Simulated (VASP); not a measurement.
Write the native input for VASP 6.6.1 that does the following.

| Item | Value |
| --- | --- |
| Task | single point |
| Functional | PBEsol |
| Potentials or basis | VASP PAW PBE potentials, release 64 (Cd) |
| Cutoff | 500 eV |
| k mesh | 7 × 7 × 7 |
| Occupations | fermi-dirac, width 0.05 eV |
| Spin | no spin polarisation |
| Dipole correction | no |
| Further INCAR settings | ALGO = Normal; EDIFF = 1e-06; NBANDS = 12 |

The structure of Cd lies in POSCAR:

```
Cd
1.0
    2.9273916003      0.0000000000      0.0000000000
    0.0000000000      2.9273916003      0.0000000000
    0.0000000000      0.0000000000      2.9273916003
Cd
1
Direct
    0.0000000000      0.0000000000      0.0000000000
```

This isn't the form of Cd at room conditions, which is hcp.

These files were run (other wordings do the same):

INCAR

```
SYSTEM = Cd
ALGO     = Normal         ! electronic algorithm
EDIFF    = 1E-6           ! SCF threshold, eV
ENCUT    = 500            ! plane-wave cutoff, eV
GGA      = PS             ! functional
GGA_COMPAT= .FALSE.      
ISIF     = 2              ! what is computed and relaxed
ISMEAR   = -1             ! smearing method
LASPH    = .TRUE.         ! aspherical terms in the spheres
LCHARG   = .TRUE.         ! write CHGCAR
LELF     = .TRUE.         ! ELF
LREAL    = .FALSE.        ! projectors in reciprocal space
LVHAR    = .TRUE.       
LWAVE    = .FALSE.        ! write WAVECAR
NBANDS   = 12             ! bands
NELM     = 120            ! most SCF steps
PREC     = Accurate       ! precision mode
SIGMA    = 0.05           ! smearing width, eV
```

KPOINTS

```
k-points
0
G
  7 7 7
  0 0 0
```

Potentials or basis: VASP PAW PBE potentials, release 64 (Cd).

Command:

```sh
$ cat potpaw_PBE.64/Cd/POTCAR > POTCAR
$ mpirun -np 1 vasp_std > vasp.out
```

Results of the run:

| Property | Result |
| --- | --- |
| Pressure | -0.3 GPa |
| Band gap on the k mesh | zero (bands 6 and 7 overlap by 3.46 eV) |

Caveat: the PAW data sets were made with another functional, which shifts forces and pressure a little.

Wall time 4.2 s on 1 thread of Intel(R) Xeon(R) Platinum 8259CL CPU @ 2.50GHz (Skylake/Cascade Lake), on a shared host, peak memory 0.13 GiB.
